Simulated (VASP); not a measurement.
A run of VASP 6.6.1 is set up as follows.

File INCAR:

```
SYSTEM = MoS2
PREC = Accurate
ENCUT = 520
EDIFF = 1E-6
ISMEAR = -1
SIGMA = 0.05
LREAL = .False.
LASPH = .True.
NELM = 60
ALGO = Normal
ISIF = 2
LWAVE = .False.
LCHARG = .True.
GGA = PE
LELF = .True.
LVHAR = .True.
NBANDS = 35
```

File KPOINTS:

```
regular mesh
0
Gamma
  10 10 3
  0 0 0
```

File POSCAR:

```
MoS2
1.0
    3.1690000000      0.0000000000      0.0000000000
   -1.5845000000      2.7444345046      0.0000000000
    0.0000000000      0.0000000000     12.3240000000
Mo S
2 4
Direct
    0.6666666667      0.3333333333      0.7500000000
    0.3333333333      0.6666666667      0.2500000000
    0.6666666667      0.3333333333      0.3770000000
    0.3333333333      0.6666666667      0.8770000000
    0.6666666667      0.3333333333      0.1230000000
    0.3333333333      0.6666666667      0.6230000000
```

Potentials or basis: VASP PAW PBE potentials, release 64 (Mo_sv, S).

Run with:

```sh
$ cat potpaw_PBE.64/Mo_sv/POTCAR potpaw_PBE.64/S/POTCAR > POTCAR
$ mpirun -np 1 vasp_std > vasp.out
```

Q: Estimate the pressure.

A: 1.8 GPa.

Q: Predict the band gap on the k mesh.

A: 0.94 eV, indirect (least direct gap 1.87 eV).

Forces on the atoms (eV/Å):
```
Mo   0.000  0.000  0.000
Mo   0.000  0.000  0.000
S    0.000  0.000 -0.078
S    0.000  0.000 -0.078
S    0.000  0.000  0.078
S    0.000  0.000  0.078
```

Caveat: this functional lacks dispersion, which binds the layers, so the pressure and a relaxed spacing across them are unreliable.

**The experiment to reproduce.**

“Multiwavelength excitation Raman Scattering Analysis of bulk and 2 dimensional MoS2: Vibrational properties of atomically thin MoS2 layers”, 2015, arxiv:1506.03228 reports, for a bulk crystal of MoS2 at 300 K: band gap 1.3 eV (indirect).

Against the measured gap of MoS2, 1.3 eV (indirect; 300 K; “Multiwavelength excitation Raman Scattering Analysis of bulk and 2 dimensional MoS2: Vibrational properties of atomically thin MoS2 layers”, 2015, arxiv:1506.03228), the calculated 0.94 eV is off by -0.36 eV. Spin-orbit coupling on Mo is left out. The value is that of PBE on a finite k mesh, which can miss the band edges, without temperature or zero-point motion. Semilocal functionals fall short of measured gaps as a rule.
